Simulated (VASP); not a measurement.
# MgF2 in VASP: settings compared, part 2 of 2

VASP 6.6.1.

## (3) Single point, r2SCAN (strain -3.7%)

POSCAR reads:

```
MgF2
1.0
    4.4499650967      0.0000000000      0.0000000000
    0.0000000000      4.4501507763      0.0000000000
    0.0000000000      0.0000000000      2.9328293811
Mg F
2 4
Direct
    0.5000000000      0.5000000000      0.5000000000
    0.0000000000      0.0000000000      0.0000000000
    0.8010838973      0.1988002470      0.5000000000
    0.1989161027      0.8011997530      0.5000000000
    0.3010838973      0.3011997530      0.0000000000
    0.6989161027      0.6988002470      0.0000000000
```

INCAR.step1 reads:

```
SYSTEM = MgF2
PREC     = Accurate       ! precision mode
ENCUT    = 660            ! plane-wave cutoff, eV
ISMEAR   = 0              ! smearing method
SIGMA    = 0.01           ! smearing width, eV
LREAL    = .FALSE.        ! projectors in reciprocal space
LASPH    = .TRUE.         ! aspherical terms in the spheres
NELM     = 120            ! most SCF steps
NBANDS   = 25             ! bands
GGA      = PE             ! functional
ALGO     = Normal         ! electronic algorithm
EDIFF    = 1E-5           ! SCF threshold, eV
LWAVE    = .TRUE.         ! write WAVECAR
LCHARG   = .FALSE.        ! write CHGCAR
GGA_COMPAT= .FALSE.
```

INCAR.step2 reads:

```
SYSTEM = MgF2
PREC     = Accurate       ! precision mode
ENCUT    = 660            ! plane-wave cutoff, eV
EDIFF    = 1E-6           ! SCF threshold, eV
ISMEAR   = 0              ! smearing method
SIGMA    = 0.01           ! smearing width, eV
LREAL    = .FALSE.        ! projectors in reciprocal space
LASPH    = .TRUE.         ! aspherical terms in the spheres
NELM     = 120            ! most SCF steps
ALGO     = Normal         ! electronic algorithm
ISIF     = 2              ! what is computed and relaxed
LWAVE    = .FALSE.        ! write WAVECAR
LCHARG   = .FALSE.        ! write CHGCAR
METAGGA  = R2SCAN         ! meta-GGA
LMIXTAU  = .TRUE.       
NBANDS   = 25             ! bands
ISTART   = 1            
GGA_COMPAT= .FALSE.
```

KPOINTS reads:

```
Automatic mesh
0
G
  6 6 8
  0 0 0
```

Potentials or basis: VASP PAW PBE potentials, release 64 (Mg, F).

Started as:

```
> cat potpaw_PBE.64/Mg/POTCAR potpaw_PBE.64/F/POTCAR > POTCAR
> cp INCAR.step1 INCAR
> mpirun -np 1 vasp_std > vasp.out
> cp INCAR.step2 INCAR
> mpirun -np 1 vasp_std > vasp.out
```

OUTCAR:

```text
SYSTEM = MgF2
   PREC = Accurate
   ENCUT = 660
   EDIFF = 1E-6
   ISMEAR = 0
   LREAL = .FALSE.
   LASPH = .TRUE.
   NELM = 120
   ISIF = 2
   METAGGA = R2SCAN
   ISTART = 1

 ion  position               nearest neighbor table
   1  0.500  0.500  0.500-   3 1.90   4 1.90   5 1.93   6 1.93   5 1.93   6 1.93   2 3.47   2 3.47
                             2 3.47   2 3.47   2 3.47   2 3.47   2 3.47   2 3.47
   2  0.000  0.000  0.000-   5 1.90   6 1.90   3 1.93   4 1.93   3 1.93   4 1.93   1 3.47   1 3.47
                             1 3.47   1 3.47   1 3.47   1 3.47   1 3.47   1 3.47
   3  0.801  0.199  0.500-   1 1.90   2 1.93   2 1.93
   4  0.199  0.801  0.500-   1 1.90   2 1.93   2 1.93
   5  0.301  0.301  0.000-   2 1.90   1 1.93   1 1.93
   6  0.699  0.699  0.000-   2 1.90   1 1.93   1 1.93

  LATTYP: Found a simple orthorhombic cell.
 ALAT       =     2.9328293811
 B/A-ratio  =     1.5172942297
 C/A-ratio  =     1.5173575405

  Lattice vectors:

 A1 = (   0.0000000000,   0.0000000000,   2.9328293811)
 A2 = (   4.4499650967,   0.0000000000,   0.0000000000)
 A3 = (   0.0000000000,   4.4501507763,   0.0000000000)

Analysis of symmetry for initial positions (statically):
=====================================================================
 Subroutine PRICEL returns:
 Original cell was already a primitive cell.

 Routine SETGRP: Setting up the symmetry group for a
 simple orthorhombic supercell.

 Subroutine GETGRP returns: Found  8 space group operations
 (whereof  4 operations were pure point group operations)
 out of a pool of  8 trial point group operations.

The static configuration has the point symmetry C_2h.
 The point group associated with its full space group is D_2h.

Analysis of symmetry for dynamics (positions and initial velocities):
=====================================================================
 Subroutine PRICEL returns:
 Original cell was already a primitive cell.

 Routine SETGRP: Setting up the symmetry group for a
 simple orthorhombic supercell.

[... 136 lines left out ...]
  Thomas-Fermi vector in A             =   2.470282
   LORBIT       =      0    0 simple, 1 ext, 2 COOP (PROOUT), +10 PAW based schemes
   METAGGA = R2SCAN    functional components
   LHFCALC =     F    Hartree Fock is set to
   AEXX    =    0.0000 exact exchange contribution
   IVDW    =     0    specifies the selected vdW correction
   LEPSILON=     F    determine dielectric tensor
   LRPA    =     F    only Hartree local field effects (RPA)
 non-spin polarized calculation
 Gauss-broadening in eV      SIGMA  =   0.01
  energy-cutoff  :      660.00
  volume of cell :       58.08
 maximum number of plane-waves:      2268
 NGX is ok and might be reduce to    40
   NGX = 19   NGY = 19   NGZ = 13

 number of electron      31.9999974 magnetization

 Free energy of the ion-electron system (eV)
  ---------------------------------------------------
  ext. energy  EPLUGINS =         0.00000000
  ---------------------------------------------------
  free energy    TOTEN  =       -43.59099384 eV

  energy without entropy =      -43.59099384  energy(sigma->0) =      -43.59099384

 E-fermi :  -1.0263     XC(G=0): -10.8642

 val. band max:       -1.1062545745   @ k =   0.0000   0.0000   0.0000
 cond. band min:       7.7774036105   @ k =   0.0000   0.0000   0.0000
 fundamental gap:      8.8836581850
 Fermi energy:        -1.0262608120

 k-point     1 :       0.0000    0.0000    0.0000
  band No.  band energies     occupation
      1     -23.4435      2.00000
      2     -22.4358      2.00000
      3     -22.4356      2.00000
      4     -22.3021      2.00000
      5      -5.6299      2.00000
      6      -4.1482      2.00000
[... 661 lines left out ...]
     24      18.6938      0.00000
     25      19.4968      0.00000

 [... further k-points ...]

------------------------ aborting loop because EDIFF is reached ----------------------------------------

  FORCE on cell =-STRESS in cart. coord.  units (eV):
  Direction    XX          YY          ZZ          XY          YZ          ZX
  --------------------------------------------------------------------------------------
  -------------------------------------------------------------------------------------
  Total        4.8940149      4.8953214      5.2640693      0.0000000      0.0000000      0.0000000
  in kB      135.0074517    135.0434929    145.2158589      0.0000000      0.0000000      0.0000000
  external PRESSURE =     138.4222678 kB  Pullay stress =       0.0000000 kB

 VOLUME and BASIS-vectors are now :
 -----------------------------------------------------------------------------
  energy-cutoff  :      660.00
  volume of cell :       58.08
      direct lattice vectors                 reciprocal lattice vectors
     4.449965097  0.000000000  0.000000000     0.224720864  0.000000000  0.000000000
     0.000000000  4.450150776  0.000000000     0.000000000  0.224711487  0.000000000
     0.000000000  0.000000000  2.932829381     0.000000000  0.000000000  0.340967670

 POSITION                                       TOTAL-FORCE (eV/Angst)
 -----------------------------------------------------------------------------------
      2.22498      2.22508      1.46641         0.000000      0.000000      0.000000
      0.00000      0.00000      0.00000         0.000000      0.000000      0.000000
      3.56480      0.88469      1.46641         0.007874     -0.008086      0.000000
      0.88517      3.56546      1.46641        -0.007874      0.008086      0.000000
      1.33981      1.34038      0.00000         0.007874      0.008086     -0.000000
      3.11015      3.10977      0.00000        -0.007874     -0.008086      0.000000
 -----------------------------------------------------------------------------------
    total drift:                                0.000000      0.000000      0.000000

  FREE ENERGIE OF THE ION-ELECTRON SYSTEM (eV)
  ---------------------------------------------------
  free  energy   TOTEN  =       -43.5909938358 eV

  energy  without entropy=      -43.5909938358  energy(sigma->0) =      -43.59099384
```

OSZICAR.step1:

```text
N       E                     dE             d eps       ncg     rms          rms(c)
DAV:   1     0.195591743258E+03    0.19559E+03   -0.20686E+04  4168   0.148E+03
DAV:   2    -0.245102274552E+02   -0.22010E+03   -0.21292E+03  4863   0.324E+02
DAV:   3    -0.335577511397E+02   -0.90475E+01   -0.90233E+01  5165   0.618E+01
DAV:   4    -0.336064952253E+02   -0.48744E-01   -0.48739E-01  4447   0.510E+00
DAV:   5    -0.336067289150E+02   -0.23369E-03   -0.23369E-03  5040   0.348E-01    0.102E+01
DAV:   6    -0.309602697786E+02    0.26465E+01   -0.77527E+00  4578   0.206E+01    0.288E+00
DAV:   7    -0.309803854211E+02   -0.20116E-01   -0.12006E-01  4328   0.232E+00    0.190E+00
DAV:   8    -0.310110930629E+02   -0.30708E-01   -0.47423E-02  4203   0.222E+00    0.220E-01
DAV:   9    -0.310109471072E+02    0.14596E-03   -0.11489E-03  5223   0.252E-01    0.829E-02
DAV:  10    -0.310114149335E+02   -0.46783E-03   -0.58669E-04  4120   0.172E-01    0.257E-02
DAV:  11    -0.310114108488E+02    0.40847E-05   -0.14325E-05  3875   0.331E-02
   1 F= -.31011411E+02 E0= -.31011411E+02  d E =-.406262E-34
```

It took 3.9 min on 1 thread of Intel Xeon 6975P-C (Granite Rapids), shared host; peak memory 0.3 GiB.

Results:

| Quantity | Value |
| --- | --- |
| Free energy | -43.5910 eV |
| Pressure | 13.8 GPa |
| Largest force | 0.011 eV/Å |
| Band gap on the k mesh | 8.88 eV |

Forces in eV/Å, atoms in the order of the input:
```
Mg   0.000  0.000  0.000
Mg   0.000  0.000  0.000
F    0.008 -0.008  0.000
F   -0.008  0.008  0.000
F    0.008  0.008  0.000
F   -0.008 -0.008  0.000
```

Caveat: the cell differs from its parent crystal (strain -3.7%); the cell stands under pressure; the PAW data sets were made with another functional, which shifts forces and pressure a little. A k mesh can miss the band edges.

## (4) Single point, r2SCAN (epitaxial xy strain -4.2%)

POSCAR reads:

```
MgF2
1.0
    4.4300909277      0.0000000000      0.0000000000
    0.0000000000      4.4302757781      0.0000000000
    0.0000000000      0.0000000000      3.1380425291
Mg F
2 4
Direct
    0.5000000000      0.5000000000      0.5000000000
    0.0000000000      0.0000000000      0.0000000000
    0.8044752292      0.1954432007      0.5000000000
    0.1955247708      0.8045567993      0.5000000000
    0.3044752292      0.3045567993      0.0000000000
    0.6955247708      0.6954432007      0.0000000000
```

INCAR.step1 reads:

```
SYSTEM = MgF2
PREC = Accurate ; ENCUT = 660
ISMEAR = 0 ; SIGMA = 0.01
LREAL = .False. ; LASPH = .True.
NELM = 120 ; NBANDS = 25
GGA = PE ; ALGO = Normal
EDIFF = 1E-5 ; LWAVE = .True.
LCHARG = .False. ; GGA_COMPAT = .False.
```

INCAR.step2 reads:

```
SYSTEM = MgF2
PREC = Accurate ; ENCUT = 660
EDIFF = 1E-6 ; ISMEAR = 0
SIGMA = 0.01 ; LREAL = .False.
LASPH = .True. ; NELM = 120
ALGO = Normal ; ISIF = 2
LWAVE = .False. ; LCHARG = .True.
METAGGA = R2SCAN ; LMIXTAU = .True.
LELF = .True. ; LVHAR = .True.
NBANDS = 25 ; ISTART = 1
GGA_COMPAT = .False.
```

KPOINTS reads:

```
regular mesh
0
Gamma
  6 6 8
  0 0 0
```

Started as:

```
> cat potpaw_PBE.64/Mg/POTCAR potpaw_PBE.64/F/POTCAR > POTCAR
> cp INCAR.step1 INCAR
> mpirun -np 1 vasp_std > vasp.out
> cp INCAR.step2 INCAR
> mpirun -np 1 vasp_std > vasp.out
```

Run time: 4.2 min. Hardware: 1 thread of Intel Xeon 6975P-C (Granite Rapids), shared host; peak memory 0.3 GiB.

It converged, with:

```
Free energy            : -43.7230 eV
Pressure               : 4.7 GPa
Largest force          : 0.013 eV/Å
Band gap on the k mesh : 8.32 eV
```

Forces in eV/Å, atoms in the order of the input:
```
Mg   0.000  0.000  0.000
Mg   0.000  0.000  0.000
F    0.009 -0.009  0.000
F   -0.009  0.009  0.000
F    0.009  0.009  0.000
F   -0.009 -0.009  0.000
```

Stress tensor (GPa, compression positive):
```
 7.93  0.00  0.00
 0.00  7.93  0.00
 0.00  0.00 -1.73
```

Levels at points of the mesh, in eV from the valence-band top:
| k point | band 14 | band 15 | band 16 | band 17 | band 18 | band 19 |
| --- | --- | --- | --- | --- | --- | --- |
| (0.00, 0.00, 0.00) | -0.23 | -0.23 | 0.00 | 8.32 | 13.46 | 13.46 |
| (0.50, 0.00, 0.00) | -1.07 | -0.37 | -0.37 | 10.88 | 10.88 | 14.64 |
| (0.00, 0.50, 0.00) | -1.07 | -0.37 | -0.37 | 10.88 | 10.88 | 14.65 |
| (0.50, 0.50, 0.00) | -0.86 | -0.71 | -0.71 | 12.61 | 12.61 | 12.89 |
| (0.00, 0.00, 0.50) | -1.27 | -0.87 | -0.87 | 12.98 | 12.98 | 16.12 |
| (0.50, 0.00, 0.50) | -0.68 | -0.65 | -0.65 | 14.11 | 14.11 | 14.77 |
| (0.00, 0.50, 0.50) | -0.68 | -0.65 | -0.65 | 14.11 | 14.11 | 14.77 |
| (0.50, 0.50, 0.50) | -0.59 | -0.42 | -0.42 | 14.50 | 14.50 | 15.45 |

Caveat: the cell differs from its parent crystal (epitaxial xy strain -4.2%); the cell stands under pressure; the PAW data sets were made with another functional, which shifts forces and pressure a little. A k mesh can miss the band edges.

## (5) Overview

| level | cell | cutoff (eV) | smearing | gap on the mesh (eV) | pressure (GPa) | largest force (eV/Å) |
| --- | --- | --- | --- | --- | --- | --- |
| PBE | a = 4.622, b = 4.582, c = 3.046 Å, 6 atoms, uniaxial y strain -0.9% | 600 | fermi-dirac 0.02 eV | 7.18 | 4.8 | 0.03 |
| r2SCAN | a = 4.450, b = 4.450, c = 2.933 Å, 6 atoms, strain -3.7% | 660 | gaussian 0.01 eV | 8.88 | 13.8 | 0.01 |
| r2SCAN | a = 4.430, b = 4.430, c = 3.138 Å, 6 atoms, epitaxial xy strain -4.2% | 660 | gaussian 0.01 eV | 8.32 | 4.7 | 0.01 |

Alike in all rows: task single point; potentials or basis VASP PAW PBE potentials, release 64 (Mg, F); no spin polarisation; k mesh 6 × 6 × 8.

Caveats: the cell stands under pressure; the PAW data sets were made with another functional, which shifts forces and pressure a little (at least some runs).

Absolute energies hang on the potentials; compare differences alone.
